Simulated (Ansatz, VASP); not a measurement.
Y4C3 in VASP and in Ansatz

```
Y C
1.0
     5.06400    0.00000    0.00000
     0.00000    5.06400    0.00000
     0.00000    0.00000    5.06400
Y C
4 3
Direct
  0.50000 0.50000 0.50000
  0.50000 0.00000 0.00000
  0.00000 0.50000 0.00000
  0.00000 0.00000 0.50000
  0.50000 0.50000 0.00000
  0.00000 0.50000 0.50000
  0.50000 0.00000 0.50000
```

Change from the starting cell: species swapped into the W3N4 type (Pm-3m, No. 221).

Alike in both runs: functional PBE; k mesh 4 × 4 × 4; occupations gaussian, width 0.1 eV; no spin polarisation.

Ansatz relaxed the structure, and its values are those at the end. VASP's run is a single point on that final structure, the one shown.

|  | VASP | Ansatz |
| --- | --- | --- |
| version | VASP 6.6.1 | Ansatz 0.2.0 |
| potentials or method | VASP PAW PBE potentials, release 64 (Y_sv, C), cutoff 520 eV | scalar-relativistic, plane waves, PAW |
| valence electrons in the cell | 56 | 56 |

VASP gave:

| Property | Result |
| --- | --- |
| gap on the k mesh at the Fermi level (eV) | none |
| pressure (GPa) | 0.3 |

Q: Which values does Ansatz return?

A: gap on the k mesh at the Fermi level (eV): none; pressure (GPa): 0.4.

A gap of «none» marks a metal or a gap that the smearing closes. The functional is the same, so the differences come from potentials, cutoffs and numerics.
